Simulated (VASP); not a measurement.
A run of VASP 6.6.1:

Contents of INCAR:

```
ALGO = Normal ; EDIFF = 1E-6
ENCUT = 400 ; GGA = PE
GGA_COMPAT = False ; ISIF = 2
ISMEAR = -1 ; ISYM = -1
LASPH = True ; LCHARG = False
LREAL = Auto ; LWAVE = False
NBANDS = 116 ; NELM = 120
PREC = Accurate ; SIGMA = 0.0586
```

Contents of KPOINTS:

```
explicit points
1
Reciprocal
  0.25000000   0.25000000   0.25000000 1
```

The input POSCAR:

```
Ga2Si3Au
1.0
    7.3073390000     -0.0440410000     -0.0833530000
   -0.0440410000      7.3836060000     -0.0558830000
   -0.0833530000     -0.0558830000      7.7526330000
Si Ga Au
12 8 4
Direct
    0.1805644930      0.5581339447      0.8253834267
    0.5806412078      0.4160372708      0.5736139706
    0.8713859056      0.0169893607      0.0616652492
    0.2193798035      0.6378552621      0.4401738391
    0.1121736451     -0.0526418807      0.4772623989
    0.6641678864     -0.0047798469      0.7802887450
    0.1778480802      0.3261645310      0.5664295245
    0.8619213039      0.7317534197      0.1688002389
    0.7903167981      0.3273342505      0.8007586192
    0.0876502650      0.2638591565      0.9569251058
    0.5608215056      0.6510182315      0.2462462762
    0.8449493665      0.6678813718      0.8567093630
    0.4990793616      0.6398792564      0.8746195176
    0.3928049646      0.3182636989      0.2215563412
    0.1953638210      0.9111815306      0.1787376905
    0.1117812728      0.9298674295      0.8002035032
    0.8783348398      0.6271791078      0.4998600468
    0.5045497701      0.7609859288      0.5661899530
    0.4903551456      0.0713791383      0.4366569981
    0.8783876531      0.1719693039      0.5156221643
    0.7601578031      0.3228411146      0.1552615432
    0.5184378226      0.9991269481      0.0772902005
    0.1044268453      0.5075495070      0.1705442112
    0.4102431946      0.2527193047      0.8182319109
```

Potentials or basis: VASP PAW PBE potentials, release 64 (Si, Ga_d, Au).

Run with:

```sh
$ cat potpaw_PBE.64/Si/POTCAR potpaw_PBE.64/Ga_d/POTCAR potpaw_PBE.64/Au/POTCAR > POTCAR
$ mpirun -np 1 vasp_std > vasp.out
```

Hardware: 1 thread of Intel(R) Xeon(R) Platinum 8259CL CPU @ 2.50GHz (Skylake/Cascade Lake), on a shared host.

**Question.** Estimate the wall time of this run.

**Answer.** Run time: 2.4 min on 1 thread of Intel(R) Xeon(R) Platinum 8259CL CPU @ 2.50GHz (Skylake/Cascade Lake) (shared host), peak memory 0.35 GiB. Counts: scf iterations 16, k points 1.
